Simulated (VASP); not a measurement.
Wanted: the native input for a VASP 6.6.1 run.

```yaml
Task: relaxation of the atoms
Functional: PBE
Potentials_or_basis: VASP PAW PBE potentials, release 64 (Si, C)
Cutoff: 520 eV
k_mesh: 2 × 2 × 2, shifted
Occupations: gaussian, width 0.02 eV
Spin: no spin polarisation
Dipole_correction: no
Further_INCAR_settings: LREAL = Auto; ALGO = Fast; EDIFF = 1e-06; IBRION = 2; EDIFFG = -0.02; NSW = 80
```

The structure of Si17C16 (a cell with a defect) lies in POSCAR:

```
Si17C16
1.0
    4.3797351800      4.3797351800     -4.3797351800
   -4.3797351800     -4.3797351800     -4.3797351800
   -4.3797351800      4.3797351800      4.3797351800
Si C
17 16
Direct
    0.2500000000      0.5000000000      0.2500000000
    0.5000000000      0.2500000000      0.2500000000
    0.7500000000      0.0000000000      0.2500000000
    0.7500000000      0.5000000000      0.7500000000
    0.0000000000      0.5000000000      0.5000000000
    0.2500000000      0.2500000000      0.5000000000
    0.5000000000      0.0000000000      0.5000000000
    0.7500000000      0.7500000000      0.5000000000
    1.0000000000      0.7500000000      0.2500000000
    0.5000000000      0.5000000000      0.0000000000
    0.7500000000      0.2500000000      0.0000000000
    0.0000000000      0.2500000000      0.7500000000
    0.2500000000      1.0000000000      0.7500000000
    0.5000000000      0.7500000000      0.7500000000
    0.0000000000      0.0000000000      0.0000000000
    0.2500000000      0.7500000000      0.0000000000
   -0.0079822269      0.5155691226     -0.0011567074
    0.2500000000      0.5000000000      0.0000000000
    0.5000000000      0.2500000000      0.0000000000
    0.7500000000      0.0000000000      0.0000000000
    0.7500000000      0.5000000000      0.5000000000
    0.0000000000      0.5000000000      0.2500000000
    0.2500000000      0.2500000000      0.2500000000
    0.5000000000      0.0000000000      0.2500000000
    0.7500000000      0.7500000000      0.2500000000
    0.0000000000      0.7500000000      0.0000000000
    0.5000000000      0.5000000000      0.7500000000
    0.7500000000      0.2500000000      0.7500000000
    0.0000000000      0.2500000000      0.5000000000
    0.2500000000      0.0000000000      0.5000000000
    0.5000000000      0.7500000000      0.5000000000
    0.0000000000      0.0000000000      0.7500000000
    0.2500000000      0.7500000000      0.7500000000
```

This cell differs from its parent crystal: with an interstitial atom.

One way to write it, as run:

INCAR

```
SYSTEM = Si17C16
PREC = Accurate
ENCUT = 520
EDIFF = 1E-6
ISMEAR = 0
SIGMA = 0.02
LREAL = Auto
LASPH = .True.
NELM = 60
ALGO = Fast
ISIF = 2
LWAVE = .False.
LCHARG = .False.
GGA = PE
IBRION = 2
NSW = 80
EDIFFG = -0.02
KPAR = 2
NCORE = 2
```

KPOINTS

```
Automatic mesh
0
Gamma
  2 2 2
  0.5 0.5 0.5
```

Potentials or basis: VASP PAW PBE potentials, release 64 (Si, C).

Command:

```sh
$ cat potpaw_PBE.64/Si/POTCAR potpaw_PBE.64/C/POTCAR > POTCAR
$ mpirun -np 4 vasp_std > vasp.out
```

It gave:

```
Energy gained by relaxing    : 82.6 meV/atom
Ionic steps                  : 18
Pressure after relaxing      : 6.1 GPa
Largest force after relaxing : 0.013 eV/Å
Band gap on the k mesh       : zero (bands 66 and 67 overlap by 0.24 eV)
```

Caveat: the k points lie up to 0.51 Å⁻¹ apart; the cell differs from its parent crystal (with an interstitial atom).

Wall time 13 min on 4 MPI ranks on Oxide Virtual Turin-like Processor, with other jobs on the host, peak memory 0.3 GiB a rank.
